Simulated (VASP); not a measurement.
A run of VASP 6.6.1:

File INCAR:

```
ALGO = Normal
EDIFF = 1E-6
ENCUT = 520
GGA = PS
ISIF = 2
ISMEAR = 0
LASPH = T
LCHARG = F
LREAL = F
LWAVE = F
NBANDS = 26
NELM = 80
PREC = Accurate
SIGMA = 0.05
```

The input KPOINTS:

```
k-points
0
Gamma
  4 4 1
```

File POSCAR:

```
Be12Al
1.0
    4.5800000000      0.0000000000      0.0000000000
    2.2900000000      3.9663960000      0.0000000000
    0.0000000000      0.0000000000     14.5884300000
Be Al
12 1
Direct
    0.0000000000      0.0000000000      0.0685474722
    0.5000000000      0.0000000000      0.0685474722
    0.0000000000      0.5000000000      0.0685474722
    0.5000000000      0.5000000000      0.0685474722
   -0.1622412121      0.3316055684      0.1903017665
    0.3289871190      0.3322484694      0.1902212918
   -0.1658518767      0.8332836661      0.1921436371
    0.3320103881      0.8355875208      0.1892975461
    0.0002592741     -0.0003486793      0.3168786497
    0.4995580322      0.0008970360      0.3141603312
   -0.0021510327      0.5015880916      0.3173515587
    0.4995634986      0.4959507321      0.3059948192
    0.4725071860      0.6751996019      0.4598542132
```

Potentials or basis: VASP PAW PBE potentials, release 64 (Be, Al).

The run is started by

```console
$ cat potpaw_PBE.64/Be/POTCAR potpaw_PBE.64/Al/POTCAR > POTCAR
$ mpirun -np 1 vasp_std > vasp.out
```

Hardware: 1 thread of Intel Xeon 6975P-C (shared host).

Question: How long does it take, and how much memory?

Answer: Run time: 80 s on 1 thread of Intel Xeon 6975P-C (shared host), peak memory 0.38 GiB. Counts: scf iterations 18, k points 10.
